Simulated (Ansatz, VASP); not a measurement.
# One calculation of FeS2, two programs

```
Fe S
1.0
     4.43081    0.00000    0.00000
     0.00000    5.40056    0.00000
     0.00000    0.00000    3.37924
Fe S
2 4
Cartesian
  2.2154 2.7003 1.6896
  0.0000 0.0000 0.0000
  1.3250 4.7408 1.6896
  3.1058 0.6597 1.6896
  0.8904 2.0406 0.0000
  3.5404 3.3600 0.0000
```

Alike in both runs: task single point; functional PBE; k mesh 4 × 4 × 6; no spin polarisation.

|  | VASP | Ansatz |
| --- | --- | --- |
| version | VASP 6.6.1 | Ansatz 0.2.0 |
| potentials or method | VASP PAW PBE potentials, release 64 (Fe, S) | plane waves |
| plane-wave cutoff (eV) | 600 | 420 |
| occupations | gaussian, width 0.01 eV | fixed |
| valence electrons in the cell | 40 | 56 |

Ansatz gave:

| Item | Value |
| --- | --- |
| gap on the k mesh at the Fermi level (eV) | 0.94 |
| pressure (GPa) | 0.8 |
| traceless stress, the component that is largest in VASP (GPa) | -0.35 |
| rms of the force components (eV/Å) | 0.156 |

Task: What did VASP give for the same quantities?

Result: gap on the k mesh at the Fermi level (eV): 0.92; pressure (GPa): 0.9; traceless stress, the component that is largest in VASP (GPa): -0.20; rms of the force components (eV/Å): 0.118.

Atom by atom the forces differ by 0.038 eV/Å (rms over components). VASP's potentials hold 40 valence electrons a cell and Ansatz's 56, so a difference there can come from the potentials and not from the codes.
